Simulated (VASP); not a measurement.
## Si: single point with r2SCAN

The system is Si.

```
Si
1.0
     2.62900    0.00000    0.00000
    -1.31450    2.27678    0.00000
     0.00000    0.00000    2.55614
Si
1
Direct
  0.00000 0.00000 0.00000
```

This cell differs from its parent crystal: strain +0.000 along x and y, +0.025 along z.

```
Program                : VASP 6.6.1
Task                   : single point
Functional             : r2SCAN
Potentials or basis    : VASP PAW PBE potentials, release 64 (Si)
Cutoff                 : 520 eV
k mesh                 : 24 × 24 × 24
Occupations            : gaussian, width 0.15 eV
Spin                   : no spin polarisation
Dipole correction      : no
Further INCAR settings : ALGO = Normal; EDIFF = 1e-06; NBANDS = 8
```

```yaml
Pressure: -2.8 GPa
Band_gap_on_the_k_mesh: zero (bands 2 and 3 overlap by 11.73 eV)
```

Stress tensor (GPa, compression positive):
```
-0.05  0.00  0.00
 0.00 -0.05  0.00
 0.00  0.00 -8.28
```

Levels at points of the mesh, in eV from the Fermi level:
| k point | band 1 | band 2 | band 3 | band 4 | band 5 | band 6 |
| --- | --- | --- | --- | --- | --- | --- |
| (0.00, 0.00, 0.00) | -14.54 | 7.12 | 7.51 | 11.25 | 11.25 | 13.20 |
| (0.50, 0.00, 0.00) | -7.64 | -6.91 | 5.72 | 7.10 | 12.35 | 14.84 |
| (0.00, 0.00, 0.50) | -10.03 | -7.31 | 14.64 | 14.64 | 15.66 | 15.66 |
| (0.50, 0.00, 0.50) | -3.43 | -2.23 | -1.99 | 1.94 | 9.12 | 12.79 |

Wall time 3.2 min on 1 thread of Intel(R) Xeon(R) Platinum 8488C (Sapphire Rapids), with other jobs on the host, peak memory 0.18 GiB.

Caveat: the cell differs from its parent crystal (strain +0.000 along x and y, +0.025 along z); the stress differs along the axes, from -8 to -0 GPa; the PAW data sets were made with another functional, which shifts forces and pressure a little.
